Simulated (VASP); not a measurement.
# ZrB (Immm) in VASP: a series of runs

The runs below take ZrB through single point, with PBE.

All numbers are computed with VASP 6.6.1; they aren't measurements. Logs are shortened: lines on timing, memory, paths and dates and some standing lists are left out, and cuts for length are marked.

### Step 1. The cell of the first run

It takes space group Immm (No. 71, orthorhombic). Conventional cell: a = 3.267 Å, b = 3.309 Å, c = 4.650 Å, α = 90.00°, β = 90.00°, γ = 90.00°. Zr (site symmetry mmm) has 6 B at 2.33 Å within 3.1 Å. B (site symmetry mmm) has 6 Zr at 2.33 Å within 3.1 Å.

### Step 2. Single point, PBE (strain +0.0125 x Voigt [0, 0, 0, 0, 1, 0])

The input, INCAR:

```
SYSTEM = ZrB
PREC = Accurate ; ENCUT = 520
EDIFF = 1E-7 ; ISMEAR = 0
SIGMA = 0.15 ; LREAL = .FALSE.
LASPH = .TRUE. ; NELM = 100
ALGO = Normal ; ISIF = 2
LWAVE = .FALSE. ; LCHARG = .FALSE.
GGA = PE ; NBANDS = 14
```

The input, KPOINTS:

```
regular mesh
0
G
  18 18 18
  0 0 0
```

The input, POSCAR:

```
ZrB
1.0
    0.0145312500      2.3250000000      2.3250000000
    2.3395312500      0.0000000000      2.3395312500
    2.3250000000      2.3250000000      0.0145312500
Zr B
1 1
Direct
    0.0000000000      0.0000000000      0.0000000000
    0.5000000000      0.5000000000      0.5000000000
```

Potentials or basis: VASP PAW PBE potentials, release 64 (Zr_sv, B).

Started as:

```console
$ cat potpaw_PBE.64/Zr_sv/POTCAR potpaw_PBE.64/B/POTCAR > POTCAR
$ mpirun -np 1 vasp_std > vasp.out
```

OUTCAR:

```text
SYSTEM = ZrB
   PREC = Accurate
   ENCUT = 520
   EDIFF = 1E-7
   ISMEAR = 0
   LREAL = .FALSE.
   LASPH = .TRUE.
   NELM = 100
   ISIF = 2
   GGA = PE

 ion  position               nearest neighbor table
   1  0.000  0.000  0.000-   2 2.33   2 2.33   2 2.33   2 2.33   2 2.33   2 2.33
   2  0.500  0.500  0.500-   1 2.33   1 2.33   1 2.33   1 2.33   1 2.33   1 2.33

  LATTYP: Found a body centered orthorhombic cell.
 ALAT       =     3.2674962417
 B/A-ratio  =     1.0125786164
 C/A-ratio  =     1.4231079873

  Lattice vectors:

 A1 = (   0.0145312500,  -2.3250000000,   2.3250000000)
 A2 = (  -0.0145312500,  -2.3250000000,  -2.3250000000)
 A3 = (   2.3250000000,   2.3250000000,   0.0145312500)

Analysis of symmetry for initial positions (statically):
=====================================================================
 Subroutine PRICEL returns:
 Original cell was already a primitive cell.

 Routine SETGRP: Setting up the symmetry group for a
 body centered orthorhombic supercell.

 Subroutine GETGRP returns: Found  8 space group operations
 (whereof  8 operations were pure point group operations)
 out of a pool of  8 trial point group operations.

The static configuration has the point symmetry D_2h.

Analysis of symmetry for dynamics (positions and initial velocities):
=====================================================================
 Subroutine PRICEL returns:
 Original cell was already a primitive cell.

 Routine SETGRP: Setting up the symmetry group for a
 body centered orthorhombic supercell.

 Subroutine GETGRP returns: Found  8 space group operations
 (whereof  8 operations were pure point group operations)
 out of a pool of  8 trial point group operations.

The dynamic configuration has the point symmetry D_2h.

 Subroutine INISYM returns: Found  8 space group operations
 (whereof  8 operations are pure point group operations),
 and found     1 'primitive' translations

----------------------------------------------------------------------------------------

                                     Primitive cell

  volume of cell :      25.1352

  direct lattice vectors                    reciprocal lattice vectors
     0.014531250  2.325000000  2.325000000    -0.216406303  0.215053763  0.216406303
     2.339531250  0.000000000  2.339531250     0.213718026 -0.215053763  0.213718026
     2.325000000  2.325000000  0.014531250     0.216406303  0.215053763 -0.216406303

  length of vectors
     3.288078642  3.308596823  3.288078642     0.374047453  0.370943271  0.374047453

  position of ions in fractional coordinates (direct lattice)
     0.000000000  0.000000000  0.000000000
     0.500000000  0.500000000  0.500000000

  ion indices of the primitive-cell ions
   primitive index   ion index
                 1           1
                 2           2

----------------------------------------------------------------------------------------

 KPOINTS: regular mesh

Automatic generation of k-mesh.
 Grid dimensions read from file:
 generate k-points for:   18   18   18

 Generating k-lattice:

  Cartesian coordinates                     Fractional coordinates (reciprocal lattice)
    -0.012022572  0.011947431  0.012022572     0.055555556  0.000000000  0.000000000
     0.011873224 -0.011947431  0.011873224     0.000000000  0.055555556  0.000000000
     0.012022572  0.011947431 -0.012022572     0.000000000  0.000000000  0.055555556

  Length of vectors
     0.020780414  0.020607959  0.020780414

  Shift w.r.t. Gamma in fractional coordinates (k-lattice)
     0.000000000  0.000000000  0.000000000

 Subroutine IBZKPT returns following result:
 ===========================================

 Found    865 irreducible k-points:

 Following reciprocal coordinates:
            Coordinates               Weight
  0.000000  0.000000  0.000000      1.000000
  0.055556  0.000000  0.000000      4.000000
  0.111111  0.000000  0.000000      4.000000
  0.166667  0.000000  0.000000      4.000000
  0.222222  0.000000 -0.000000      4.000000
  0.277778  0.000000  0.000000      4.000000
[... 16 lines left out ...]
 -0.333333  0.055556 -0.000000      8.000000
 -0.277778  0.055556 -0.000000      8.000000
 [... further k-points ...]
   k-points           NKPTS =    865   k-points in BZ     NKDIM =    865   number of bands    NBANDS=     14
   number of dos      NEDOS =    301   number of ions     NIONS =      2
   total plane-waves  NPLWV =  16128
   dimension x,y,z NGX =    24 NGY =   28 NGZ =   24
   dimension x,y,z NGXF=    48 NGYF=   56 NGZF=   48
   ions per type =               1   1
   NGX,Y,Z   is equivalent  to a cutoff of  12.13, 14.07, 12.13 a.u.
   NGXF,Y,Z  is equivalent  to a cutoff of  24.27, 28.14, 24.27 a.u.
 SYSTEM =  ZrB
   PREC   = accura    normal or accurate (medium, high low for compatibility)
   ISTART =      0    job   : 0-new  1-cont  2-samecut
   ICHARG =      2    charge: 1-file 2-atom 10-const
   ISPIN  =      1    spin polarized calculation?
   LNONCOLLINEAR =      F non collinear calculations
   LSORBIT =      F    spin-orbit coupling
   LASPH  =      T    aspherical Exc in radial PAW
   ENCUT  =  520.0 eV  38.22 Ry    6.18 a.u.   6.11  6.15  6.11*2*pi/ulx,y,z
   NELM   =    100;   NELMIN=  2; NELMDL= -5     # of ELM steps
   EDIFF  = 0.1E-06   stopping-criterion for ELM
   LREAL  =      F    real-space projection
   EDIFFG = 0.1E-05   stopping-criterion for IOM
   NSW    =      0    number of steps for IOM
   IBRION =     -1    ionic relax: 0-MD 1-quasi-New 2-CG
   NFREE  =      0    steps in history (QN), initial steepest desc. (CG)
   ISIF   =      2    stress and relaxation
   ISYM   =      2    0-nonsym 1-usesym 2-fastsym
   POTIM  = 0.5000    time-step for ionic-motion
   TEBEG  =    0.0;   TEEND  =   0.0 temperature during run
   PSTRESS=    0.0 pullay stress
   NELECT =      15.0000    total number of electrons
   NUPDOWN=      -1.0000    fix difference up-down
   EMIN   =  10.00;   EMAX   =-10.00  energy-range for DOS
   EFERMI =   0.00;   METHOD = LEGACY
   ISMEAR =     0;   SIGMA  =   0.15  broadening in eV -4-tet -1-fermi 0-gaus
   EFERMI_NEDOS =   21; number of points for ismear=-14 and -15
   IALGO  =     38    algorithm
   IMIX   =      4    mixing-type and parameters
     AMIX     =   0.40;   BMIX     =  1.00
     AMIX_MAG =   1.60;   BMIX_MAG =  1.00
  volume/ion in A,a.u.               =      12.57        84.81
  Fermi-wavevector in a.u.,A,eV,Ry     =   1.378303  2.604614 25.847238  1.899718
  Thomas-Fermi vector in A             =   2.503377
   LORBIT       =      0    0 simple, 1 ext, 2 COOP (PROOUT), +10 PAW based schemes
   GGA     = PE    functional components
   LHFCALC =     F    Hartree Fock is set to
   AEXX    =    0.0000 exact exchange contribution
   IVDW    =     0    specifies the selected vdW correction
   LEPSILON=     F    determine dielectric tensor
   LRPA    =     F    only Hartree local field effects (RPA)
 non-spin polarized calculation
 Gauss-broadening in eV      SIGMA  =   0.15
  energy-cutoff  :      520.00
  volume of cell :       25.14
 maximum number of plane-waves:       692
   NGX = 13   NGY = 13   NGZ = 13

 number of electron      15.0000000 magnetization

 Free energy of the ion-electron system (eV)
  ---------------------------------------------------
  ext. energy  EPLUGINS =         0.00000000
  ---------------------------------------------------
  free energy    TOTEN  =       -15.58744448 eV

  energy without entropy =      -15.57526195  energy(sigma->0) =      -15.58135322

 E-fermi :   9.0152     XC(G=0): -12.2213

 val. band max:        9.0148935043   @ k =  -0.2778   0.5000   0.1111
 cond. band min:       9.0181167917   @ k =   0.2778   0.2222  -0.0000
 fundamental gap:      0.0032232874
 Fermi energy:         9.0152002538

 k-point     1 :       0.0000    0.0000    0.0000
  band No.  band energies     occupation
      1     -37.7566      2.00000
      2     -15.5083      2.00000
      3     -15.4967      2.00000
      4     -15.4855      2.00000
      5       0.6888      2.00000
      6      10.8564      0.00000
      7      10.9403      0.00000
      8      11.0318      0.00000
      9      12.7229      0.00000
     10      12.7230      0.00000
     11      12.7883      0.00000
     12      12.8361      0.00000
     13      12.8874      0.00000
     14      20.1638      0.00000

 k-point     2 :       0.0556    0.0000    0.0000
  band No.  band energies     occupation
      1     -37.7529      2.00000
      2     -15.5218      2.00000
      3     -15.5112      2.00000
      4     -15.4952      2.00000
      5       0.7746      2.00000
      6      10.7148      0.00000
      7      10.8297      0.00000
      8      10.9537      0.00000
      9      11.8697      0.00000
     10      11.9002      0.00000
     11      13.0158      0.00000
     12      13.8364      0.00000
     13      13.8668      0.00000
     14      20.3809      0.00000

 k-point     3 :       0.1111    0.0000    0.0000
  band No.  band energies     occupation
      1     -37.7423      2.00000
      2     -15.6109      2.00000
      3     -15.5193      2.00000
      4     -15.5049      2.00000
      5       1.0252      2.00000
      6      10.0837      0.00000
      7      10.4550      0.00000
      8      10.5571      0.00000
      9      11.5600      0.00000
     10      11.6164      0.00000
     11      13.2834      0.00000
     12      15.0198      0.00000
     13      15.0419      0.00000
     14      20.9931      0.00000
[... 324 lines left out ...]
 k-point    23 :      -0.3333    0.0556   -0.0000
  band No.  band energies     occupation
      1     -37.6568      2.00000
      2     -16.2653      2.00000
      3     -15.6149      2.00000
      4     -15.5666      2.00000
      5       3.4154      2.00000
      6       6.8074      2.00000
      7       7.9725      2.00000
      8       8.1440      2.00000
      9      13.4525      0.00000
     10      13.9266      0.00000
     11      14.9277      0.00000
     12      19.7219      0.00000
     13      20.1116      0.00000
     14      21.1322      0.00000

 k-point    24 :      -0.2778    0.0556   -0.0000
  band No.  band energies     occupation
      1     -37.6758      2.00000
      2     -16.1245      2.00000
      3     -15.6019      2.00000
      4     -15.5482      2.00000
      5       2.7812      2.00000
      6       7.4954      2.00000
      7       8.3328      2.00000
      8       8.5279      2.00000
      9      12.7939      0.00000
     10      13.3918      0.00000
     11      14.4453      0.00000
     12      18.5677      0.00000
     13      19.9753      0.00000
     14      21.2996      0.00000

 [... further k-points ...]

------------------------ aborting loop because EDIFF is reached ----------------------------------------

  FORCE on cell =-STRESS in cart. coord.  units (eV):
  Direction    XX          YY          ZZ          XY          YZ          ZX
  --------------------------------------------------------------------------------------
  -------------------------------------------------------------------------------------
  Total        5.4900715      5.4917305      5.4900715      0.0000000      0.0000000     -0.1140104
  in kB      349.9505488    350.0562970    349.9505488      0.0000000      0.0000000     -7.2673010
  external PRESSURE =     349.9857982 kB  Pullay stress =       0.0000000 kB

 VOLUME and BASIS-vectors are now :
 -----------------------------------------------------------------------------
  energy-cutoff  :      520.00
  volume of cell :       25.14
      direct lattice vectors                 reciprocal lattice vectors
     0.014531250  2.325000000  2.325000000    -0.216406303  0.215053763  0.216406303
     2.339531250  0.000000000  2.339531250     0.213718026 -0.215053763  0.213718026
     2.325000000  2.325000000  0.014531250     0.216406303  0.215053763 -0.216406303

 POSITION                                       TOTAL-FORCE (eV/Angst)
 -----------------------------------------------------------------------------------
      0.00000      0.00000      0.00000         0.000000      0.000000      0.000000
      2.33953      2.32500      2.33953         0.000000      0.000000     -0.000000
 -----------------------------------------------------------------------------------
    total drift:                                0.000000     -0.000000     -0.000000

  FREE ENERGIE OF THE ION-ELECTRON SYSTEM (eV)
  ---------------------------------------------------
  free  energy   TOTEN  =       -15.5874444800 eV

  energy  without entropy=      -15.5752619549  energy(sigma->0) =      -15.58135322
```

It took 3.5 min on 1 thread of Intel Xeon Platinum 8259CL at 2.50GHz (Skylake/Cascade Lake), shared host; peak memory 0.41 GiB.

What came out:

```
Free energy            : -15.5874 eV
Pressure               : 35.0 GPa
Band gap on the k mesh : zero (an odd number of electrons rules out a gap without spin polarisation)
```

Caveat: the cell differs from its parent crystal (strain +0.0125 x Voigt [0, 0, 0, 0, 1, 0]); the cell stands under pressure.

### Step 3. Single point, PBE (strain +0.0075 x Voigt [0, 0, 0, 0, 1, 0])

The input, INCAR:

```
SYSTEM = ZrB
PREC = Accurate
ENCUT = 520
EDIFF = 1E-7
ISMEAR = 0
SIGMA = 0.15
LREAL = .False.
LASPH = .True.
NELM = 60
ALGO = Normal
ISIF = 2
LWAVE = .False.
LCHARG = .True.
GGA = PE
LELF = .True.
LVHAR = .True.
NBANDS = 14
```

The input, KPOINTS:

```
regular mesh
0
Gamma
  18 18 18
  0 0 0
```

The input, POSCAR:

```
ZrB
1.0
    0.0087187500      2.3250000000      2.3250000000
    2.3337187500      0.0000000000      2.3337187500
    2.3250000000      2.3250000000      0.0087187500
Zr B
1 1
Direct
    0.0000000000      0.0000000000      0.0000000000
    0.5000000000      0.5000000000      0.5000000000
```

Potentials or basis: VASP PAW PBE potentials, release 64 (Zr_sv, B).

Started as:

```console
$ cat potpaw_PBE.64/Zr_sv/POTCAR potpaw_PBE.64/B/POTCAR > POTCAR
$ mpirun -np 1 vasp_std > vasp.out
```

OUTCAR:

```text
SYSTEM = ZrB
   PREC = Accurate
   ENCUT = 520
   EDIFF = 1E-7
   ISMEAR = 0
   LREAL = .False.
   LASPH = .True.
   NELM = 60
   ISIF = 2
   GGA = PE

 ion  position               nearest neighbor table
   1  0.000  0.000  0.000-   2 2.33   2 2.33   2 2.33   2 2.33   2 2.33   2 2.33
   2  0.500  0.500  0.500-   1 2.33   1 2.33   1 2.33   1 2.33   1 2.33   1 2.33

  LATTYP: Found a body centered orthorhombic cell.
 ALAT       =     3.2757163580
 B/A-ratio  =     1.0075282309
 C/A-ratio  =     1.4195368255

  Lattice vectors:

[... 596 lines left out ...]

  FORCE on cell =-STRESS in cart. coord.  units (eV):
  Direction    XX          YY          ZZ          XY          YZ          ZX
  --------------------------------------------------------------------------------------
  -------------------------------------------------------------------------------------
  Total        5.4899366      5.4905561      5.4899366      0.0000000      0.0000000     -0.0680349
  in kB      349.9332052    349.9726929    349.9332052      0.0000000      0.0000000     -4.3366033
  external PRESSURE =     349.9463678 kB  Pullay stress =       0.0000000 kB

 VOLUME and BASIS-vectors are now :
 -----------------------------------------------------------------------------
  energy-cutoff  :      520.00
  volume of cell :       25.14
      direct lattice vectors                 reciprocal lattice vectors
     0.008718750  2.325000000  2.325000000    -0.215863251  0.215053763  0.215863251
     2.333718750  0.000000000  2.333718750     0.214250325 -0.215053763  0.214250325
     2.325000000  2.325000000  0.008718750     0.215863251  0.215053763 -0.215863251

 POSITION                                       TOTAL-FORCE (eV/Angst)
 -----------------------------------------------------------------------------------
      0.00000      0.00000      0.00000         0.000000      0.000000     -0.000000
      2.33372      2.32500      2.33372         0.000000      0.000000      0.000000
 -----------------------------------------------------------------------------------
    total drift:                                0.000000     -0.000000     -0.000000

  FREE ENERGIE OF THE ION-ELECTRON SYSTEM (eV)
  ---------------------------------------------------
  free  energy   TOTEN  =       -15.5880316813 eV

  energy  without entropy=      -15.5757921623  energy(sigma->0) =      -15.58191192
```

Run time: 3.5 min. Hardware: 1 thread of Intel Xeon Platinum 8259CL at 2.50GHz (Skylake/Cascade Lake), shared host; peak memory 0.41 GiB.

Results:

* Free energy: -15.5880 eV
* Pressure: 35.0 GPa
* Band gap on the k mesh: zero (an odd number of electrons rules out a gap without spin polarisation)

Caveat: the cell differs from its parent crystal (strain +0.0075 x Voigt [0, 0, 0, 0, 1, 0]); the cell stands under pressure.
